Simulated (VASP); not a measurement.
Input of a VASP 6.6.1 run:

File INCAR:

```
PREC = Accurate
ENCUT = 520
EDIFF = 1E-7
ISMEAR = 0
SIGMA = 0.1
LREAL = False
LASPH = True
NELM = 150
ALGO = Normal
ISIF = 2
LWAVE = False
LCHARG = False
ISPIN = 2
MAGMOM = -2 2 -2 0
LORBIT = 11
LMAXMIX = 4
GGA = PE
NBANDS = 30
```

The input KPOINTS:

```
regular mesh
0
Gamma
  6 6 6
```

POSCAR

```
Ni3O
1.0
    3.7379073453      0.0000000000      0.0000000000
    0.0000000000      3.7379072648      0.0000000000
    0.0000000000      0.0000000000      3.7379073453
Ni O
3 1
Direct
    0.5000000000      0.0000000000      0.0000000000
    0.0000000000      0.5000000000      0.0000000000
    0.0000000000      0.0000000000      0.5000000000
    0.0000000000      0.0000000000      0.0000000000
```

Potentials or basis: VASP PAW PBE potentials, release 64 (Ni, O).

Command:

```console
$ cat potpaw_PBE.64/Ni/POTCAR potpaw_PBE.64/O/POTCAR > POTCAR
$ mpirun -np 1 vasp_std > vasp.out
```

(1) Estimate the pressure.

(2) What does it give for the net moment?

(3) What does it give for the site moments?

Answers

(1) 0.9 GPa.

(2) -0.70 μB per cell.

(3) Ni -0.23; O -0.04 μB.
